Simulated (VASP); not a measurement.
Sc: single point with PBE

The system is Sc.

```
Sc
1.0
     0.00000    2.40213    2.40213
     2.40213    0.00000    2.40213
     2.40213    2.40213    0.00000
Sc
1
Direct
  0.00000 0.00000 0.00000
```

This isn't the form of Sc at room conditions, which is hcp.

```json
{
 "Program": "VASP 6.6.1",
 "Task": "single point",
 "Functional": "PBE",
 "Potentials or basis": "VASP PAW PBE potentials, release 64 (Sc_sv)",
 "Cutoff": "500 eV",
 "k mesh": "13 × 13 × 13",
 "Occupations": "fermi-dirac, width 0.1 eV",
 "Spin": "no spin polarisation"
}
```

```json
{
  "Pressure": "-4.8 GPa",
  "Band gap on the k mesh": "zero (an odd number of electrons rules out a gap without spin polarisation)"
}
```

Levels at points of the mesh, in eV from the Fermi level:
| k point | band 3 | band 4 | band 5 | band 6 | band 7 | band 8 |
| --- | --- | --- | --- | --- | --- | --- |
| (0.00, 0.00, 0.00) | -28.23 | -28.23 | -4.95 | 1.41 | 1.41 | 1.41 |

Wall time 54 s on 1 thread of Intel Xeon 8259CL, on a shared host, peak memory 0.17 GiB.

Caveat: the cell stands under tension.
